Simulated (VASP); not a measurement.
Set up this calculation in VASP 6.6.1, as the native input.

* Task: relaxation of cell and atoms
* Functional: PBEsol
* Potentials or basis: VASP PAW PBE potentials, release 64 (Sc_sv)
* Cutoff: 600 eV
* k mesh: 9 × 9 × 5
* Occupations: gaussian, width 0.05 eV
* Spin: no spin polarisation
* Dipole correction: no
* Further INCAR settings: ALGO = Normal; EDIFF = 1e-07; IBRION = 2; EDIFFG = -0.02; NSW = 80; ISIF = 3

The structure of Sc lies in POSCAR:

```
Sc
1.0
    3.2800000000      0.0000000000      0.0000000000
   -1.6400000000      2.8405633244      0.0000000000
    0.0000000000      0.0000000000      5.3562400000
Sc
2
Direct
    0.3333333333      0.6666666667      0.2500000000
    0.6666666667      0.3333333333      0.7500000000
```

These files were run (other wordings do the same):

INCAR

```
SYSTEM = Sc
ALGO = Normal
EDIFF = 1E-7
EDIFFG = -0.02
ENCUT = 600
GGA = PS
IBRION = 2
ISIF = 3
ISMEAR = 0
LASPH = .True.
LCHARG = .False.
LREAL = .False.
LWAVE = .False.
NELM = 100
NSW = 80
PREC = Accurate
SIGMA = 0.05
```

KPOINTS

```
k-points
0
Gamma
  9 9 5
  0 0 0
```

Potentials or basis: VASP PAW PBE potentials, release 64 (Sc_sv).

Run with:

```console
$ cat potpaw_PBE.64/Sc_sv/POTCAR > POTCAR
$ mpirun -np 1 vasp_std > vasp.out
```

Results of the run:

```
Relaxed volume                         : 23.67 Å³/atom
Relaxed cell                           : a = 3.276 Å, b = 3.276 Å, c = 5.094 Å, α = 90.00°, β = 90.00°, γ = 120.00°
Space group after relaxing (to 0.05 Å) : P6_3/mmc (No. 194)
Energy gained by relaxing              : 19.8 meV/atom
Ionic steps                            : 5
Pressure after relaxing                : 0.0 GPa
Band gap on the k mesh                 : zero (band 11 reaches 4.59 eV, above the bottom of band 12 at 3.26 eV)
```

Caveat: the PAW data sets were made with another functional, which shifts forces and pressure a little.

Run time: 3.4 min on 1 thread of AMD EPYC 7R13, with other jobs on the host, peak memory 0.18 GiB.
